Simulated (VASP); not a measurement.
Input of a VASP 6.6.1 run:

The input INCAR:

```
PREC = Accurate ; ENCUT = 520
EDIFF = 1E-6 ; ISMEAR = 0
SIGMA = 0.1 ; LREAL = F
LASPH = T ; NELM = 80
ALGO = Normal ; ISIF = 2
LWAVE = F ; LCHARG = T
GGA = PE ; LELF = T
LVHAR = T ; NBANDS = 14
```

The input KPOINTS:

```
regular mesh
0
Gamma
  18 18 18
```

Contents of POSCAR:

```
H3C2
1.0
    1.2593842369      0.7271058282      5.8893765537
   -1.2593842369      0.7271058282      5.8893765537
    0.0000000000     -1.4542116564      5.8893765537
H C
3 2
Direct
    0.0000000000      0.0000000000      0.0000000000
    0.2565708530      0.2565708530      0.2565708530
    0.7434291470      0.7434291470      0.7434291470
    0.3757166985      0.3757166985      0.3757166985
    0.6242833015      0.6242833015      0.6242833015
```

Potentials or basis: VASP PAW PBE potentials, release 64 (H, C).

Launch:

```sh
$ cat potpaw_PBE.64/H/POTCAR potpaw_PBE.64/C/POTCAR > POTCAR
$ mpirun -np 1 vasp_std > vasp.out
```

Task: What does it give for the pressure?

Result: -0.1 GPa.

Task: What does it give for the band gap on the k mesh?

Result: Zero (an odd number of electrons rules out a gap without spin polarisation).

Task: What does it give for the largest force?

Result: 0.009 eV/Å.

Forces in eV/Å, atoms in the order of the input:
```
H    0.000  0.000  0.000
H    0.000  0.000 -0.005
H    0.000  0.000  0.005
C    0.000  0.000  0.009
C    0.000  0.000 -0.009
```

Caveat: an odd number of electrons without spin polarisation forces a metal; a magnetic or distorted state may lie lower.
